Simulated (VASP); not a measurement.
SrO, 4 atoms in the cell. Symmetry: P6_3/mmc, No. 194, hexagonal system. Conventional cell: a = 3.553 Å, b = 3.553 Å, c = 6.217 Å, α = 90.00°, β = 90.00°, γ = 120.00°. Sr (site symmetry -6m2) has 6 O at 2.57 Å within 3.4 Å. Within 3.4 Å of O (site symmetry -3m) lie 6 Sr at 2.57 Å and 2 O at 3.11 Å. 

```yaml
Program: VASP 6.6.1
Task: single point
Functional: PBEsol
Potentials_or_basis: VASP PAW PBE potentials, release 64 (Sr_sv, O)
Cutoff: 520 eV
k_mesh: 6 × 6 × 4
Occupations: gaussian, width 0.02 eV
Spin: no spin polarisation
Dipole_correction: no
Further_INCAR_settings: ALGO = Normal; EDIFF = 1e-06; NBANDS = 24
```

Potentials or basis: VASP PAW PBE potentials, release 64 (Sr_sv, O).

Launch:

```sh
$ cat potpaw_PBE.64/Sr_sv/POTCAR potpaw_PBE.64/O/POTCAR > POTCAR
$ mpirun -np 1 vasp_std > vasp.out
```

Hardware: 1 thread of Intel(R) Xeon(R) Platinum 8259CL CPU @ 2.50GHz (Skylake/Cascade Lake) (shared host).

How long does it take, and how much memory?

It took 29 s on 1 thread of Intel(R) Xeon(R) Platinum 8259CL CPU @ 2.50GHz (Skylake/Cascade Lake), on a shared host, peak memory 0.19 GiB. Counts: scf iterations 14, k points 21.
